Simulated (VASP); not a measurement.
# MnS (Browneite) in VASP: further runs

Runs on MnS (Browneite). Level: PBE. Tasks: single point.

Everything below comes from runs of VASP 6.6.1. Logs are shortened: lines on timing, memory, paths and dates and some standing lists are left out, and cuts for length are marked.

## 1. The cell of the first run

The structure is cubic, space group F-43m (No. 216). The conventional cell has a = 5.645 Å, b = 5.645 Å, c = 5.645 Å, α = 90.00°, β = 90.00°, γ = 90.00°. Mn (site symmetry -43m) has 4 S at 2.44 Å within 3.2 Å. Within 3.2 Å of S (site symmetry -43m) lie 4 Mn at 2.44 Å.

## 2. Single point, PBE

Contents of INCAR:

```
SYSTEM = MnS
PREC = Accurate
ENCUT = 520
EDIFF = 1E-6
ISMEAR = 0
SIGMA = 0.05
LREAL = .False.
LASPH = .True.
NELM = 60
ALGO = Normal
ISIF = 2
LWAVE = .False.
LCHARG = .True.
GGA = PE
LELF = .True.
LVHAR = .True.
NBANDS = 16
```

Contents of KPOINTS:

```
Automatic mesh
0
Gamma
  10 10 10
  0 0 0
```

Contents of POSCAR:

```
MnS
1.0
    0.0000000000      2.8223248450      2.8223248450
    2.8223248450      0.0000000000      2.8223248450
    2.8223248450      2.8223248450      0.0000000000
Mn S
1 1
Direct
    0.0000000000      0.0000000000      0.0000000000
    0.2500000000      0.2500000000      0.2500000000
```

Potentials or basis: VASP PAW PBE potentials, release 64 (Mn_pv, S).

Run with:

```console
> cat potpaw_PBE.64/Mn_pv/POTCAR potpaw_PBE.64/S/POTCAR > POTCAR
> mpirun -np 1 vasp_std > vasp.out
```

OUTCAR:

```text
SYSTEM = MnS
   PREC = Accurate
   ENCUT = 520
   EDIFF = 1E-6
   ISMEAR = 0
   LREAL = .False.
   LASPH = .True.
   NELM = 60
   ISIF = 2
   GGA = PE

 ion  position               nearest neighbor table
   1  0.000  0.000  0.000-   2 2.44   2 2.44   2 2.44   2 2.44
   2  0.250  0.250  0.250-   1 2.44   1 2.44   1 2.44   1 2.44

  LATTYP: Found a face centered cubic cell.
 ALAT       =     5.6446496900

  Lattice vectors:

 A1 = (   0.0000000000,   2.8223248450,   2.8223248450)
 A2 = (   2.8223248450,   0.0000000000,   2.8223248450)
 A3 = (   2.8223248450,   2.8223248450,   0.0000000000)

Analysis of symmetry for initial positions (statically):
=====================================================================
 Subroutine PRICEL returns:
 Original cell was already a primitive cell.

 Routine SETGRP: Setting up the symmetry group for a
 face centered cubic supercell.

 Subroutine GETGRP returns: Found 24 space group operations
 (whereof 24 operations were pure point group operations)
 out of a pool of 48 trial point group operations.

The static configuration has the point symmetry T_d .

Analysis of symmetry for dynamics (positions and initial velocities):
=====================================================================
 Subroutine PRICEL returns:
 Original cell was already a primitive cell.

 Routine SETGRP: Setting up the symmetry group for a
 face centered cubic supercell.

 Subroutine GETGRP returns: Found 24 space group operations
 (whereof 24 operations were pure point group operations)
 out of a pool of 48 trial point group operations.

The dynamic configuration has the point symmetry T_d .

 Subroutine INISYM returns: Found 24 space group operations
 (whereof 24 operations are pure point group operations),
 and found     1 'primitive' translations

----------------------------------------------------------------------------------------

                                     Primitive cell

  volume of cell :      44.9626

  direct lattice vectors                    reciprocal lattice vectors
     0.000000000  2.822324845  2.822324845    -0.177158912  0.177158912  0.177158912
     2.822324845  0.000000000  2.822324845     0.177158912 -0.177158912  0.177158912
     2.822324845  2.822324845  0.000000000     0.177158912  0.177158912 -0.177158912

  length of vectors
     3.991370073  3.991370073  3.991370073     0.306848237  0.306848237  0.306848237

  position of ions in fractional coordinates (direct lattice)
     0.000000000  0.000000000  0.000000000
     0.250000000  0.250000000  0.250000000

  ion indices of the primitive-cell ions
   primitive index   ion index
                 1           1
                 2           2

----------------------------------------------------------------------------------------

 KPOINTS: Automatic mesh

Automatic generation of k-mesh.
 Grid dimensions read from file:
 generate k-points for:   10   10   10

 Generating k-lattice:

  Cartesian coordinates                     Fractional coordinates (reciprocal lattice)
    -0.017715891  0.017715891  0.017715891     0.100000000  0.000000000  0.000000000
     0.017715891 -0.017715891  0.017715891     0.000000000  0.100000000  0.000000000
     0.017715891  0.017715891 -0.017715891     0.000000000  0.000000000  0.100000000

  Length of vectors
     0.030684824  0.030684824  0.030684824

  Shift w.r.t. Gamma in fractional coordinates (k-lattice)
     0.000000000  0.000000000  0.000000000

 Subroutine IBZKPT returns following result:
 ===========================================

 Found     47 irreducible k-points:

 Following reciprocal coordinates:
            Coordinates               Weight
  0.000000  0.000000  0.000000      1.000000
  0.100000  0.000000  0.000000      8.000000
  0.200000  0.000000  0.000000      8.000000
  0.300000  0.000000  0.000000      8.000000
  0.400000  0.000000  0.000000      8.000000
  0.500000  0.000000  0.000000      4.000000
[... 16 lines left out ...]
  0.300000  0.300000  0.000000      6.000000
  0.400000  0.300000  0.000000     24.000000
 [... further k-points ...]
   k-points           NKPTS =     47   k-points in BZ     NKDIM =     47   number of bands    NBANDS=     16
   number of dos      NEDOS =    301   number of ions     NIONS =      2
   total plane-waves  NPLWV =  27000
   dimension x,y,z NGX =    30 NGY =   30 NGZ =   30
   dimension x,y,z NGXF=    60 NGYF=   60 NGZF=   60
   ions per type =               1   1
   NGX,Y,Z   is equivalent  to a cutoff of  12.50, 12.50, 12.50 a.u.
   NGXF,Y,Z  is equivalent  to a cutoff of  24.99, 24.99, 24.99 a.u.
 SYSTEM =  MnS
   PREC   = accura    normal or accurate (medium, high low for compatibility)
   ISTART =      0    job   : 0-new  1-cont  2-samecut
   ICHARG =      2    charge: 1-file 2-atom 10-const
   ISPIN  =      1    spin polarized calculation?
   LNONCOLLINEAR =      F non collinear calculations
   LSORBIT =      F    spin-orbit coupling
   LASPH  =      T    aspherical Exc in radial PAW
   ENCUT  =  520.0 eV  38.22 Ry    6.18 a.u.   7.42  7.42  7.42*2*pi/ulx,y,z
   NELM   =     60;   NELMIN=  2; NELMDL= -5     # of ELM steps
   EDIFF  = 0.1E-05   stopping-criterion for ELM
   LREAL  =      F    real-space projection
   EDIFFG = 0.1E-04   stopping-criterion for IOM
   NSW    =      0    number of steps for IOM
   IBRION =     -1    ionic relax: 0-MD 1-quasi-New 2-CG
   NFREE  =      0    steps in history (QN), initial steepest desc. (CG)
   ISIF   =      2    stress and relaxation
   ISYM   =      2    0-nonsym 1-usesym 2-fastsym
   POTIM  = 0.5000    time-step for ionic-motion
   TEBEG  =    0.0;   TEEND  =   0.0 temperature during run
   PSTRESS=    0.0 pullay stress
   NELECT =      19.0000    total number of electrons
   NUPDOWN=      -1.0000    fix difference up-down
   EMIN   =  10.00;   EMAX   =-10.00  energy-range for DOS
   EFERMI =   0.00;   METHOD = LEGACY
   ISMEAR =     0;   SIGMA  =   0.05  broadening in eV -4-tet -1-fermi 0-gaus
   EFERMI_NEDOS =   21; number of points for ismear=-14 and -15
   IALGO  =     38    algorithm
   IMIX   =      4    mixing-type and parameters
     AMIX     =   0.40;   BMIX     =  1.00
     AMIX_MAG =   1.60;   BMIX_MAG =  1.00
  volume/ion in A,a.u.               =      22.48       151.71
  Fermi-wavevector in a.u.,A,eV,Ry     =   1.228502  2.321531 20.534130  1.509216
  Thomas-Fermi vector in A             =   2.363425
   LORBIT       =      0    0 simple, 1 ext, 2 COOP (PROOUT), +10 PAW based schemes
   GGA     = PE    functional components
   LHFCALC =     F    Hartree Fock is set to
   AEXX    =    0.0000 exact exchange contribution
   IVDW    =     0    specifies the selected vdW correction
   LEPSILON=     F    determine dielectric tensor
   LRPA    =     F    only Hartree local field effects (RPA)
 non-spin polarized calculation
 Gauss-broadening in eV      SIGMA  =   0.05
  energy-cutoff  :      520.00
  volume of cell :       44.96
 maximum number of plane-waves:      1243
 NGX is ok and might be reduce to    30
   NGX = 15   NGY = 15   NGZ = 15

 number of electron      18.9999997 magnetization

 Free energy of the ion-electron system (eV)
  ---------------------------------------------------
  ext. energy  EPLUGINS =         0.00000000
  ---------------------------------------------------
  free energy    TOTEN  =       -12.35810433 eV

  energy without entropy =      -12.35224370  energy(sigma->0) =      -12.35517402

 E-fermi :   3.5724     XC(G=0):  -9.3139

 val. band max:        3.5714019995   @ k =  -0.3000   0.3000   0.1000
 cond. band min:       3.5736163531   @ k =   0.5000   0.3000   0.1000
 fundamental gap:      0.0022143536
 Fermi energy:         3.5723951356

 k-point     1 :       0.0000    0.0000    0.0000
  band No.  band energies     occupation
      1     -44.1082      2.00000
      2     -44.1082      2.00000
      3     -44.1082      2.00000
      4      -9.8789      2.00000
      5       0.1700      2.00000
      6       0.1700      2.00000
[... 8 lines left out ...]
     15      10.4862      0.00000
     16      10.4862      0.00000

 k-point     2 :       0.1000    0.0000    0.0000
  band No.  band energies     occupation
      1     -44.1085      2.00000
      2     -44.1083      2.00000
      3     -44.1083      2.00000
      4      -9.8286      2.00000
      5      -0.0039      2.00000
      6       0.1845      2.00000
[... 8 lines left out ...]
     15      10.6317      0.00000
     16      10.6317      0.00000

 k-point     3 :       0.2000    0.0000    0.0000
  band No.  band energies     occupation
      1     -44.1094      2.00000
      2     -44.1084      2.00000
      3     -44.1084      2.00000
      4      -9.6925      2.00000
      5      -0.4145      2.00000
      6       0.2201      2.00000
[... 8 lines left out ...]
     15      10.9263      0.00000
     16      10.9263      0.00000

 k-point     4 :       0.3000    0.0000    0.0000
  band No.  band energies     occupation
      1     -44.1105      2.00000
      2     -44.1086      2.00000
      3     -44.1086      2.00000
      4      -9.5143      2.00000
      5      -0.8649      2.00000
      6       0.2590      2.00000
[... 8 lines left out ...]
     15      11.0632      0.00000
     16      11.0632      0.00000
[... 324 lines left out ...]
 k-point    22 :      -0.2000    0.2000    0.0000
  band No.  band energies     occupation
      1     -44.1104      2.00000
      2     -44.1092      2.00000
      3     -44.1086      2.00000
      4      -9.4544      2.00000
      5      -0.7785      2.00000
      6       0.0164      2.00000
[... 8 lines left out ...]
     15      10.3510      0.00000
     16      11.3669      0.00000

 k-point    23 :       0.3000    0.3000    0.0000
  band No.  band energies     occupation
      1     -44.1105      2.00000
      2     -44.1091      2.00000
      3     -44.1091      2.00000
      4      -9.3953      2.00000
      5      -0.9243      2.00000
      6       0.2592      2.00000
[... 8 lines left out ...]
     15      12.0793      0.00000
     16      12.7287      0.00000

 k-point    24 :       0.4000    0.3000    0.0000
  band No.  band energies     occupation
      1     -44.1110      2.00000
      2     -44.1093      2.00000
      3     -44.1093      2.00000
      4      -9.2753      2.00000
      5      -1.0697      2.00000
      6       0.2088      2.00000
[... 8 lines left out ...]
     15      11.8508      0.00000
     16      13.0682      0.00000

 [... further k-points ...]
[... 5 lines left out ...]
  --------------------------------------------------------------------------------------
  -------------------------------------------------------------------------------------
  Total       -5.9329994     -5.9329994     -5.9329994      0.0000000      0.0000000     -0.0000000
  in kB     -211.4140733   -211.4140733   -211.4140733      0.0000000      0.0000000     -0.0000000
  external PRESSURE =    -211.4140733 kB  Pullay stress =       0.0000000 kB

 VOLUME and BASIS-vectors are now :
 -----------------------------------------------------------------------------
  energy-cutoff  :      520.00
  volume of cell :       44.96
      direct lattice vectors                 reciprocal lattice vectors
     0.000000000  2.822324845  2.822324845    -0.177158912  0.177158912  0.177158912
     2.822324845  0.000000000  2.822324845     0.177158912 -0.177158912  0.177158912
     2.822324845  2.822324845  0.000000000     0.177158912  0.177158912 -0.177158912

 POSITION                                       TOTAL-FORCE (eV/Angst)
 -----------------------------------------------------------------------------------
      0.00000      0.00000      0.00000        -0.000000     -0.000000     -0.000000
      1.41116      1.41116      1.41116         0.000000      0.000000      0.000000
 -----------------------------------------------------------------------------------
    total drift:                               -0.000001     -0.000001     -0.000001

  FREE ENERGIE OF THE ION-ELECTRON SYSTEM (eV)
  ---------------------------------------------------
  free  energy   TOTEN  =       -12.3581043286 eV

  energy  without entropy=      -12.3522437015  energy(sigma->0) =      -12.35517402
```

Wall time 15 s (1 thread of Intel Xeon 6975P-C (Granite Rapids), shared host); peak memory 0.18 GiB.

Results:

- Free energy: -12.3581 eV
- Pressure: -21.1 GPa

Caveat: the run has no spin polarisation, though such a crystal can be magnetic; semilocal functionals often make such compounds metallic where correlation or magnetic order opens a gap, which also shifts bond lengths. With open d or f shells a metallic result of PBE can be an artefact of self-interaction; +U or a hybrid may open a gap.

## 3. Single point, PBE, collinear spin, ferromagnetic start

This run uses another cell than the first one, of 21.95 Å³/atom, 0.976 times its volume.

Contents of INCAR:

```
ALGO = Normal ; EDIFF = 1E-7
ENCUT = 520 ; GGA = PE
ISIF = 2 ; ISMEAR = 0
ISPIN = 2 ; LASPH = T
LCHARG = F ; LMAXMIX = 4
LORBIT = 11 ; LREAL = F
LWAVE = F ; MAGMOM = 5 0
NBANDS = 20 ; NELM = 150
PREC = Accurate ; SIGMA = 0.05
```

Contents of KPOINTS:

```
k-points
0
Gamma
  10 10 10
```

Contents of POSCAR:

```
MnS
1.0
    0.0000000000      2.8000000000      2.8000000000
    2.8000000000      0.0000000000      2.8000000000
    2.8000000000      2.8000000000      0.0000000000
Mn S
1 1
Direct
    0.0000000000      0.0000000000      0.0000000000
    0.2500000000      0.2500000000      0.2500000000
```

Potentials or basis: VASP PAW PBE potentials, release 64 (Mn_pv, S).

Run with:

```console
> cat potpaw_PBE.64/Mn_pv/POTCAR potpaw_PBE.64/S/POTCAR > POTCAR
> mpirun -np 1 vasp_std > vasp.out
```

Wall time 43 s (1 thread of Intel Xeon 6975P-C (Granite Rapids), shared host); peak memory 0.22 GiB.

The run converged. Its results:

* Free energy: -14.0816 eV
* Pressure: 1.2 GPa
* Net moment: 4.93 μB per cell
* Site moments: Mn +4.34; S +0.09 μB
* Valence electrons inside the program's atomic spheres: Mn 11.37; S 3.77

Levels at points of the mesh, in eV from the Fermi level:
Spin up:
```csv
k point,band 10,band 11,band 12,band 13,band 14,band 15
"(0.00, 0.00, 0.00)",0.22,0.22,0.22,0.94,5.82,5.82
"(0.50, 0.00, 0.00)",-2.91,-0.80,-0.80,2.93,6.26,6.26
"(0.50, 0.50, 0.00)",-2.73,-2.17,-2.17,2.73,4.31,9.08
```
Spin down:
```csv
k point,band 3,band 4,band 5,band 6,band 7,band 8,band 9,band 10,band 11,band 12
"(0.00, 0.00, 0.00)",-46.19,-13.61,-3.32,-3.32,-3.32,0.82,0.82,1.96,3.02,3.02
"(0.50, 0.00, 0.00)",-46.19,-12.97,-5.16,-3.24,-3.24,0.88,0.95,0.95,2.04,2.04
"(0.50, 0.50, 0.00)",-46.19,-12.76,-5.08,-3.35,-3.35,-0.01,0.85,1.26,1.31,1.31
```

Caveat: a cell with one magnetic atom can't hold antiferromagnetic order, which such compounds often take; semilocal functionals often make such compounds metallic where correlation or magnetic order opens a gap, which also shifts bond lengths.

(Continued in part 2 of 3.)
